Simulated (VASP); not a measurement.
Ag, 16 atoms in the cell. Symmetry: Fm-3m, No. 225, cubic system. Conventional cell: a = 4.147 Å, b = 4.147 Å, c = 4.147 Å, α = 90.00°, β = 90.00°, γ = 90.00°. Ag (site symmetry m-3m) has 12 Ag at 2.93 Å within 3.9 Å. 

```yaml
Program: VASP 6.6.1
Task: single point
Functional: PBE
Potentials_or_basis: VASP PAW PBE potentials, release 64 (Ag)
Cutoff: 520 eV
k_mesh: 5 × 5 × 5
Occupations: gaussian, width 0.1 eV
Spin: no spin polarisation
Dipole_correction: no
Further_INCAR_settings: LREAL = Auto; ALGO = Fast; EDIFF = 1e-06; NBANDS = 102
```

Potentials or basis: VASP PAW PBE potentials, release 64 (Ag).

Launch:

```sh
$ cat potpaw_PBE.64/Ag/POTCAR > POTCAR
$ mpirun -np 1 vasp_std > vasp.out
```

Hardware: 1 thread of AMD EPYC 9R45 96-Core Processor (Zen 5) (shared host).

Estimate the wall time of this run.

Run time: 5.6 min on 1 thread of AMD EPYC 9R45 96-Core Processor (Zen 5), with other jobs on the host, peak memory 0.45 GiB. Counts: scf iterations 15, k points 10.
